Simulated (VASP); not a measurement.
Set up this calculation in VASP 6.6.1, as the native input.

```yaml
Task: single point
Functional: PBE
Dispersion: D3(BJ)
Potentials_or_basis: VASP PAW PBE potentials, release 64 (F)
Cutoff: 520 eV
k_mesh: 8 × 8 × 4
Occupations: gaussian, width 0.05 eV
Spin: no spin polarisation
Dipole_correction: no
Further_INCAR_settings: ALGO = Normal; EDIFF = 1e-06; NBANDS = 22
```

The structure of F lies in POSCAR:

```
F
1.0
    2.8049095971     -1.7127352137      0.2960103401
    2.8049095971      1.7127352137      0.2960103401
   -0.8041639211      0.0000000000      6.4508459712
F
4
Direct
    0.9138648456      0.5855481450      0.0939279973
    0.4144518550      0.0861351544      0.4060720027
    0.0861351544      0.4144518550      0.9060720027
    0.5855481450      0.9138648456      0.5939279973
```

The input as run:

INCAR

```
SYSTEM = F
ALGO     = Normal         ! electronic algorithm
EDIFF    = 1E-6           ! SCF threshold, eV
ENCUT    = 520            ! plane-wave cutoff, eV
GGA      = PE             ! functional
ISIF     = 2              ! what is computed and relaxed
ISMEAR   = 0              ! smearing method
IVDW     = 12             ! dispersion correction
LASPH    = .TRUE.         ! aspherical terms in the spheres
LCHARG   = .TRUE.         ! write CHGCAR
LELF     = .TRUE.         ! ELF
LREAL    = .FALSE.        ! projectors in reciprocal space
LVHAR    = .TRUE.       
LWAVE    = .FALSE.        ! write WAVECAR
NBANDS   = 22             ! bands
NELM     = 80             ! most SCF steps
PREC     = Accurate       ! precision mode
SIGMA    = 0.05           ! smearing width, eV
```

KPOINTS

```
k-points
0
G
  8 8 4
  0 0 0
```

Potentials or basis: VASP PAW PBE potentials, release 64 (F).

Command:

```bash
$ cat potpaw_PBE.64/F/POTCAR > POTCAR
$ mpirun -np 1 vasp_std > vasp.out
```

Results of the run:

```json
{"Pressure": "7.2 GPa", "Largest force": "3.061 eV/Å", "Band gap on the k mesh": "3.68 eV", "Dispersion energy per atom": "-0.030 eV"}
```

Caveat: the cell stands under pressure; forces of over 1 eV/Å act on the atoms, so gaps and moduli don't describe the material at rest.

It took 34 s on 1 thread of Intel(R) Xeon(R) 6975P-C (Granite Rapids), on a shared host, peak memory 0.22 GiB.
